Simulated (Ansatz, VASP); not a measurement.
# Sb in VASP and in Ansatz

```
Sb
1.0
     3.13879    0.00000    0.00000
     0.00000    3.13879    0.00000
     0.00000    0.00000    3.13879
Sb
1
Direct
  0.00000 0.00000 0.00000
```

Change from the starting cell: volume scaled by 0.98, crystal datasets.

Alike in both runs: task electric field gradients; functional PBEsol; k mesh 12 × 12 × 12; occupations fermi-dirac, width 0.08 eV; no spin polarisation.

|  | VASP | Ansatz |
| --- | --- | --- |
| version | VASP 6.6.1 | Ansatz 0.2.0 |
| potentials or method | VASP PAW PBE potentials, release 64 (Sb), cutoff 520 eV | all-electron PAW with datasets made for the crystal, scalar-relativistic |

```tsv
	VASP	Ansatz	Ansatz less VASP
pressure (GPa)	-3.8	-3.8	-0.04
```

VASP's potentials were made for PBE, not for PBEsol. Ansatz ran all-electron here, and VASP with PAW potentials.

Neither program's run includes spin-orbit coupling.
